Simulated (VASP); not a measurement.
A run of VASP 6.6.1 is set up as follows.

INCAR

```
SYSTEM = Ti3Se
ALGO = Normal
EDIFF = 1E-7
EDIFFG = -0.04
ENCUT = 600
GGA = PE
IBRION = 2
ISIF = 3
ISMEAR = 0
LASPH = .True.
LCHARG = .False.
LREAL = .False.
LWAVE = .False.
NELM = 60
NSW = 90
PREC = Accurate
SIGMA = 0.1
```

Contents of KPOINTS:

```
k-points
0
Gamma
  4 4 4
  0 0 0
```

File POSCAR:

```
Ti3Se
1.0
    4.1132981672      0.0000000000      0.0000000000
    0.0000000000      4.1132981672      0.0000000000
    0.0000000000      0.0000000000      4.1132981672
Ti Se
3 1
Direct
    0.0000000000      0.5000000000      0.5000000000
    0.5000000000      0.0000000000      0.5000000000
    0.5000000000      0.5000000000      0.0000000000
    0.0000000000      0.0000000000      0.0000000000
```

Potentials or basis: VASP PAW PBE potentials, release 64 (Ti_sv, Se).

Launch:

```bash
$ cat potpaw_PBE.64/Ti_sv/POTCAR potpaw_PBE.64/Se/POTCAR > POTCAR
$ mpirun -np 1 vasp_std > vasp.out
```

Task: Predict the space group after relaxing (to 0.05 Å).

Result: Pm-3m (No. 221).

Task: Estimate the relaxed cell.

Result: a = 3.990 Å, b = 3.990 Å, c = 3.990 Å, α = 90.00°, β = 90.00°, γ = 90.00°.

The path:
```csv
step,energy change (eV),largest force (eV/Å),pressure (GPa),volume (Å³)
1,0.0000,0.0000,-8.78,69.59
2,-0.1220,0.0000,6.50,60.43
3,-0.1819,0.0000,0.01,63.51
```

Caveat: the k points lie up to 0.39 Å⁻¹ apart in the final cell.
